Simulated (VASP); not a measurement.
# TaF3 (Pm-3m) in VASP: settings compared, part 2 of 2

VASP 6.6.1. Earlier steps stand in the parts before.

## 4. Single point, r2SCAN

The input, POSCAR:

```
TaF3
1.0
    4.0895105804      0.0000000000      0.0000000000
    0.0000000000      4.0895105804      0.0000000000
    0.0000000000      0.0000000000      4.0895105804
Ta F
1 3
Direct
    0.0000000000      0.0000000000      0.0000000000
    0.5000000000      0.0000000000      0.0000000000
    0.0000000000      0.5000000000      0.0000000000
    0.0000000000      0.0000000000      0.5000000000
```

The input, INCAR.step1:

```
SYSTEM = TaF3
PREC = Accurate
ENCUT = 520
ISMEAR = 1
SIGMA = 0.05
LREAL = .FALSE.
LASPH = .TRUE.
NELM = 60
NBANDS = 24
GGA = PE
ALGO = Normal
EDIFF = 1E-4
LWAVE = .TRUE.
LCHARG = .FALSE.
```

The input, INCAR.step2:

```
SYSTEM = TaF3
PREC = Accurate
ENCUT = 520
EDIFF = 1E-7
ISMEAR = 1
SIGMA = 0.05
LREAL = .FALSE.
LASPH = .TRUE.
NELM = 60
ALGO = Normal
ISIF = 2
LWAVE = .FALSE.
LCHARG = .FALSE.
METAGGA = R2SCAN
LMIXTAU = .TRUE.
NBANDS = 24
ISTART = 1
```

The input, KPOINTS:

```
Automatic mesh
0
G
  5 5 5
  0 0 0
```

Potentials or basis: VASP PAW PBE potentials, release 64 (Ta_pv, F).

Started as:

```bash
$ cat potpaw_PBE.64/Ta_pv/POTCAR potpaw_PBE.64/F/POTCAR > POTCAR
$ cp INCAR.step1 INCAR
$ mpirun -np 1 vasp_std > vasp.out
$ cp INCAR.step2 INCAR
$ mpirun -np 1 vasp_std > vasp.out
```

OUTCAR:

```text
SYSTEM = TaF3
   PREC = Accurate
   ENCUT = 520
   EDIFF = 1E-7
   ISMEAR = 1
   LREAL = .FALSE.
   LASPH = .TRUE.
   NELM = 60
   ISIF = 2
   METAGGA = R2SCAN
   ISTART = 1

 ion  position               nearest neighbor table
   1  0.000  0.000  0.000-   2 2.04   3 2.04   4 2.04   4 2.04   3 2.04   2 2.04
   2  0.500  0.000  0.000-   1 2.04   1 2.04
   3  0.000  0.500  0.000-   1 2.04   1 2.04
   4  0.000  0.000  0.500-   1 2.04   1 2.04

  LATTYP: Found a simple cubic cell.
 ALAT       =     4.0895105804

  Lattice vectors:

 A1 = (   4.0895105804,   0.0000000000,   0.0000000000)
 A2 = (   0.0000000000,   4.0895105804,   0.0000000000)
 A3 = (   0.0000000000,   0.0000000000,   4.0895105804)

Analysis of symmetry for initial positions (statically):
=====================================================================
 Subroutine PRICEL returns:
 Original cell was already a primitive cell.

 Routine SETGRP: Setting up the symmetry group for a
 simple cubic supercell.

 Subroutine GETGRP returns: Found 48 space group operations
[... 151 lines left out ...]

  energy without entropy =      -68.11589031  energy(sigma->0) =      -68.11731570

 E-fermi :   3.4167     XC(G=0):  -8.8596

 val. band max:        3.4088232967   @ k =   0.4000   0.2000   0.2000
 cond. band min:       3.4769159345   @ k =   0.0000   0.0000   0.0000
 fundamental gap:      0.0680926378
 Fermi energy:         3.4167158254

 k-point     1 :       0.0000    0.0000    0.0000
  band No.  band energies     occupation
      1     -34.7595      2.00000
      2     -34.7595      2.00000
      3     -34.7595      2.00000
      4     -26.0467      2.00000
      5     -25.7769      2.00000
      6     -25.7769      2.00000
[... 259 lines left out ...]
     23      10.7731      0.00000
     24      10.7731      0.00000

------------------------ aborting loop because EDIFF is reached ----------------------------------------

  FORCE on cell =-STRESS in cart. coord.  units (eV):
  Direction    XX          YY          ZZ          XY          YZ          ZX
  --------------------------------------------------------------------------------------
  -------------------------------------------------------------------------------------
  Total        0.1469280      0.1469280      0.1469280     -0.0000000     -0.0000000      0.0000000
  in kB        3.4419233      3.4419233      3.4419233     -0.0000000     -0.0000000      0.0000000
  external PRESSURE =       3.4419233 kB  Pullay stress =       0.0000000 kB

 VOLUME and BASIS-vectors are now :
 -----------------------------------------------------------------------------
  energy-cutoff  :      520.00
  volume of cell :       68.39
      direct lattice vectors                 reciprocal lattice vectors
     4.089510580  0.000000000  0.000000000     0.244528038  0.000000000  0.000000000
     0.000000000  4.089510580  0.000000000     0.000000000  0.244528038  0.000000000
     0.000000000  0.000000000  4.089510580     0.000000000  0.000000000  0.244528038

 POSITION                                       TOTAL-FORCE (eV/Angst)
 -----------------------------------------------------------------------------------
      0.00000      0.00000      0.00000         0.000000      0.000000      0.000000
      2.04476      0.00000      0.00000         0.000000      0.000000      0.000000
      0.00000      2.04476      0.00000         0.000000      0.000000      0.000000
      0.00000      0.00000      2.04476         0.000000      0.000000      0.000000
 -----------------------------------------------------------------------------------
    total drift:                                0.000000      0.000000      0.000000

  FREE ENERGIE OF THE ION-ELECTRON SYSTEM (eV)
  ---------------------------------------------------
  free  energy   TOTEN  =       -68.1180283972 eV

  energy  without entropy=      -68.1158903121  energy(sigma->0) =      -68.11731570
```

OSZICAR.step1:

```text
N       E                     dE             d eps       ncg     rms          rms(c)
DAV:   1     0.256075727875E+03    0.25608E+03   -0.17600E+04   480   0.128E+03
DAV:   2    -0.162369302806E+02   -0.27231E+03   -0.26290E+03   608   0.356E+02
DAV:   3    -0.290636138125E+02   -0.12827E+02   -0.12767E+02   584   0.779E+01
DAV:   4    -0.291662196493E+02   -0.10261E+00   -0.10259E+00   552   0.795E+00
DAV:   5    -0.291673289954E+02   -0.11093E-02   -0.11093E-02   576   0.806E-01    0.216E+01
DAV:   6    -0.267827886109E+02    0.23845E+01   -0.86032E+00   512   0.256E+01    0.104E+01
DAV:   7    -0.267706730676E+02    0.12116E-01   -0.27772E-01   544   0.452E+00    0.695E+00
DAV:   8    -0.267767955258E+02   -0.61225E-02   -0.40468E-02   536   0.205E+00    0.145E+00
DAV:   9    -0.267751774233E+02    0.16181E-02   -0.73887E-03   568   0.694E-01    0.357E-01
DAV:  10    -0.267759897417E+02   -0.81232E-03   -0.58679E-04   496   0.222E-01    0.438E-02
DAV:  11    -0.267760903549E+02   -0.10061E-03   -0.13873E-04   392   0.818E-02    0.179E-02
DAV:  12    -0.267760901302E+02    0.22470E-06   -0.16314E-05   408   0.375E-02
   1 F= -.26776090E+02 E0= -.26775296E+02  d E =-.238189E-02
```

Wall time 60 s (1 thread of Intel Xeon Platinum 8488C (Sapphire Rapids), shared host); peak memory 0.17 GiB.

Results:

* Free energy: -68.1180 eV
* Pressure: 0.3 GPa
* Band gap on the k mesh: zero (band 16 reaches 4.61 eV, above the bottom of band 17 at 2.55 eV)

Caveat: the PAW data sets were made with another functional, which shifts forces and pressure a little; spin-orbit coupling is left out, which moves the levels of the heavy elements.

## 5. Single point, r2SCAN+U

This run uses another cell than the first one, of 17.41 Å³/atom, 1.017 times its volume.

The input, POSCAR:

```
TaF3
1.0
    4.1143419376      0.0000000000      0.0000000000
    0.0000000000      4.1143419376      0.0000000000
    0.0000000000      0.0000000000      4.1143419376
Ta F
1 3
Direct
    0.0000000000      0.0000000000      0.0000000000
    0.5000000000      0.0000000000      0.0000000000
    0.0000000000      0.5000000000      0.0000000000
    0.0000000000      0.0000000000      0.5000000000
```

The input, INCAR.step1:

```
SYSTEM = TaF3
PREC = Accurate
ENCUT = 520
ISMEAR = -1
SIGMA = 0.1
LREAL = .False.
LASPH = .True.
NELM = 150
LMAXMIX = 4
LDAU = .True.
LDAUTYPE = 2
LDAUL = 2 -1
LDAUU = 4 0
LDAUJ = 0 0
NBANDS = 24
GGA = PE
ALGO = Normal
EDIFF = 1E-4
LWAVE = .True.
LCHARG = .False.
```

The input, INCAR.step2:

```
SYSTEM = TaF3
PREC = Accurate
ENCUT = 520
EDIFF = 1E-7
ISMEAR = -1
SIGMA = 0.1
LREAL = .False.
LASPH = .True.
NELM = 150
ALGO = Normal
ISIF = 2
LWAVE = .False.
LCHARG = .True.
LMAXMIX = 4
LDAU = .True.
LDAUTYPE = 2
LDAUL = 2 -1
LDAUU = 4 0
LDAUJ = 0 0
LDAUPRINT = 1
METAGGA = R2SCAN
LMIXTAU = .True.
LELF = .True.
LVHAR = .True.
NBANDS = 24
ISTART = 1
```

The input, KPOINTS:

```
regular mesh
0
Gamma
  5 5 5
  0 0 0
```

Started as:

```bash
$ cat potpaw_PBE.64/Ta_pv/POTCAR potpaw_PBE.64/F/POTCAR > POTCAR
$ cp INCAR.step1 INCAR
$ mpirun -np 1 vasp_std > vasp.out
$ cp INCAR.step2 INCAR
$ mpirun -np 1 vasp_std > vasp.out
```

Wall time 51 s (1 thread of Intel Xeon Platinum 8488C (Sapphire Rapids), shared host); peak memory 0.19 GiB.

It converged, with:

| Quantity | Value |
| --- | --- |
| Free energy | -64.6834 eV |
| Pressure | 2.1 GPa |
| Band gap on the k mesh | zero (band 16 reaches 4.71 eV, above the bottom of band 17 at 2.74 eV) |

Levels at points of the mesh, in eV from the Fermi level:
| k point | band 13 | band 14 | band 15 | band 16 | band 17 | band 18 | band 19 | band 20 |
| --- | --- | --- | --- | --- | --- | --- | --- | --- |
| (0.00, 0.00, 0.00) | -8.90 | -8.90 | -8.90 | -0.88 | -0.88 | -0.88 | -0.32 | 2.70 |

Eigenvalues of the final occupation matrices:
| site | spin | trace | eigenvalues |
| --- | --- | --- | --- |
| site 1 d | 1 | 1.15 | 0.13 0.13 0.30 0.30 0.30 |
| site 1 d | 2 | 1.15 | 0.13 0.13 0.30 0.30 0.30 |

Caveat: the PAW data sets were made with another functional, which shifts forces and pressure a little; spin-orbit coupling is left out, which moves the levels of the heavy elements; U without spin polarisation on a metal has little footing.

## 6. Relaxation of cell and atoms, r2SCAN

This run uses another cell than the first one, of 15.58 Å³/atom, 0.910 times its volume.

The input, POSCAR:

```
TaF3
1.0
    3.9649940000      0.0000000000      0.0000000000
    0.0000000000      3.9649940000      0.0000000000
    0.0000000000      0.0000000000      3.9649940000
Ta F
1 3
Direct
    0.0000000000      0.0000000000      0.0000000000
    0.5000000000      0.0000000000      0.0000000000
    0.0000000000      0.5000000000      0.0000000000
    0.0000000000      0.0000000000      0.5000000000
```

The input, INCAR.step1:

```
SYSTEM = TaF3
PREC = Accurate
ENCUT = 600
ISMEAR = -1
SIGMA = 0.1
LREAL = .False.
LASPH = .True.
NELM = 60
GGA = PE
ALGO = Normal
EDIFF = 1E-4
LWAVE = .True.
LCHARG = .False.
```

The input, INCAR.step2:

```
SYSTEM = TaF3
PREC = Accurate
ENCUT = 600
EDIFF = 1E-7
ISMEAR = -1
SIGMA = 0.1
LREAL = .False.
LASPH = .True.
NELM = 60
ALGO = Normal
ISIF = 3
LWAVE = .False.
LCHARG = .False.
METAGGA = R2SCAN
LMIXTAU = .True.
IBRION = 2
NSW = 60
EDIFFG = -0.01
ISTART = 1
```

The input, KPOINTS:

```
Automatic mesh
0
Gamma
  5 5 5
  0 0 0
```

Potentials or basis: VASP PAW PBE potentials, release 64 (Ta_pv, F).

Started as:

```bash
$ cat potpaw_PBE.64/Ta_pv/POTCAR potpaw_PBE.64/F/POTCAR > POTCAR
$ cp INCAR.step1 INCAR
$ mpirun -np 1 vasp_std > vasp.out
$ cp INCAR.step2 INCAR
$ mpirun -np 1 vasp_std > vasp.out
```

OUTCAR:

```text
SYSTEM = TaF3
   PREC = Accurate
   ENCUT = 600
   EDIFF = 1E-7
   ISMEAR = -1
   LREAL = .False.
   LASPH = .True.
   NELM = 60
   ISIF = 3
   METAGGA = R2SCAN
   IBRION = 2
   NSW = 60
   EDIFFG = -0.01
   ISTART = 1

 ion  position               nearest neighbor table
   1  0.000  0.000  0.000-   2 1.98   3 1.98   4 1.98   4 1.98   3 1.98   2 1.98
   2  0.500  0.000  0.000-   1 1.98   1 1.98
   3  0.000  0.500  0.000-   1 1.98   1 1.98
   4  0.000  0.000  0.500-   1 1.98   1 1.98

  LATTYP: Found a simple cubic cell.
 ALAT       =     3.9649940000

  Lattice vectors:

 A1 = (   3.9649940000,   0.0000000000,   0.0000000000)
 A2 = (   0.0000000000,   3.9649940000,   0.0000000000)
[... 171 lines left out ...]
  Direction    XX          YY          ZZ          XY          YZ          ZX
  --------------------------------------------------------------------------------------
  -------------------------------------------------------------------------------------
  Total        5.3627647      5.3627647      5.3627647      0.0000000      0.0000000      0.0000000
  in kB      137.8388759    137.8388759    137.8388759      0.0000000      0.0000000      0.0000000
  external PRESSURE =     137.8388759 kB  Pullay stress =       0.0000000 kB
[... 101 lines left out ...]
--------------------------------------- Ionic step        4  -------------------------------------------

 number of electron      32.0000043 magnetization

 Free energy of the ion-electron system (eV)
  ---------------------------------------------------
  ext. energy  EPLUGINS =         0.00000000
  ---------------------------------------------------
  free energy    TOTEN  =       -68.16755266 eV

  energy without entropy =      -68.06622992  energy(sigma->0) =      -68.11689129

 E-fermi :   3.4237     XC(G=0):  -8.8545

 val. band max:        3.3556263735   @ k =   0.4000   0.2000   0.2000
 cond. band min:       3.4364137520   @ k =   0.0000   0.0000   0.0000
 fundamental gap:      0.0807873785
 Fermi energy:         3.4237165414

 k-point     1 :       0.0000    0.0000    0.0000
  band No.  band energies     occupation
      1     -34.8211      2.00000
      2     -34.8211      2.00000
      3     -34.8211      2.00000
      4     -26.0558      2.00000
      5     -25.7866      2.00000
      6     -25.7866      2.00000
[... 250 lines left out ...]
  FREE ENERGIE OF THE ION-ELECTRON SYSTEM (eV)
  ---------------------------------------------------
  free  energy   TOTEN  =       -68.1675526644 eV

  energy  without entropy=      -68.0662299226  energy(sigma->0) =      -68.11689129

 reached required accuracy - stopping structural energy minimisation
```

OUTCAR.step1:

```text
SYSTEM = TaF3
   PREC = Accurate
   ENCUT = 600
   ISMEAR = -1
   LREAL = .False.
   LASPH = .True.
   NELM = 60
[... 440 lines left out ...]
      1.98250      0.00000      0.00000         0.000000      0.000000      0.000000
      0.00000      1.98250      0.00000         0.000000      0.000000      0.000000
      0.00000      0.00000      1.98250         0.000000      0.000000      0.000000
 -----------------------------------------------------------------------------------
    total drift:                                0.000000      0.000000     -0.000000

  FREE ENERGIE OF THE ION-ELECTRON SYSTEM (eV)
  ---------------------------------------------------
  free  energy   TOTEN  =       -26.4764393792 eV

  energy  without entropy=      -26.3915154680  energy(sigma->0) =      -26.43397742
```

Wall time 2.3 min (1 thread of Intel Xeon Platinum 8488C (Sapphire Rapids), shared host); peak memory 0.19 GiB.

What came out:

```
Free energy                            : -68.1676 eV
Relaxed volume                         : 17.16 Å³/atom
Relaxed cell                           : a = 4.094 Å, b = 4.094 Å, c = 4.094 Å, α = 90.00°, β = 90.00°, γ = 90.00°
Space group after relaxing (to 0.05 Å) : Pm-3m (No. 221)
Energy gained by relaxing              : 62.4 meV/atom
Ionic steps                            : 4
Pressure after relaxing                : 0.1 GPa
Band gap on the k mesh                 : zero (band 16 reaches 4.55 eV, above the bottom of band 17 at 2.51 eV)
```

Step by step:
| step | energy change (eV) | largest force (eV/Å) | pressure (GPa) | volume (Å³) |
| --- | --- | --- | --- | --- |
| 1 | 0.0000 | 0.0000 | 13.78 | 62.33 |
| 2 | -0.0625 | 0.0000 | -8.43 | 75.23 |
| 3 | -0.2494 | 0.0000 | -0.13 | 68.76 |
| 4 | -0.2494 | 0.0000 | 0.09 | 68.63 |

Final structure:
```yaml
crystal:
  lattice:
    - [4.09421, 0.00000, 0.00000]
    - [0.00000, 4.09421, 0.00000]
    - [0.00000, 0.00000, 4.09421]
  atoms:
    - { symbol: Ta, position: [0.00000, 0.00000, 0.00000] }
    - { symbol: F, position: [0.50000, 0.00000, 0.00000] }
    - { symbol: F, position: [0.00000, 0.50000, 0.00000] }
    - { symbol: F, position: [0.00000, 0.00000, 0.50000] }
```

Caveat: the PAW data sets were made with another functional, which shifts forces and pressure a little; spin-orbit coupling is left out, which moves the levels of the heavy elements; the volume moved by +10 % from the deposited cell, more than functionals usually miss.

## 7. The runs side by side

```tsv
task	level	U	cell	cutoff (eV)	smearing	gap on the mesh (eV)	pressure (GPa)
single point	r2SCAN	-	a = 4.091 Å, 4 atoms	520	fermi-dirac 0.1 eV	none	0.3
single point	r2SCAN	-	a = 4.089 Å, 4 atoms	520	methfessel-paxton 0.025 eV	none	0.4
single point	r2SCAN	-	a = 4.090 Å, 4 atoms	520	methfessel-paxton 0.05 eV	none	0.3
single point	r2SCAN+U	Ta d U = 4.0 eV	a = 4.114 Å, 4 atoms	520	fermi-dirac 0.1 eV	none	2.1
relaxation of cell and atoms	r2SCAN	-	relaxed from a = 3.965 Å, 4 atoms	600	fermi-dirac 0.1 eV	none	0.1
```

Alike in all rows: potentials or basis VASP PAW PBE potentials, release 64 (Ta_pv, F); no spin polarisation; k mesh 5 × 5 × 5.

Every run on the cell as given and a fine mesh finds a metal.

Caveats: the PAW data sets were made with another functional, which shifts forces and pressure a little; spin-orbit coupling is left out, which moves the levels of the heavy elements; U without spin polarisation on a metal has little footing (some runs); the volume moved by +10 % from the deposited cell, more than functionals usually miss (some runs).

Total energies depend on the potentials used, so only differences within one code and one set of settings carry meaning.
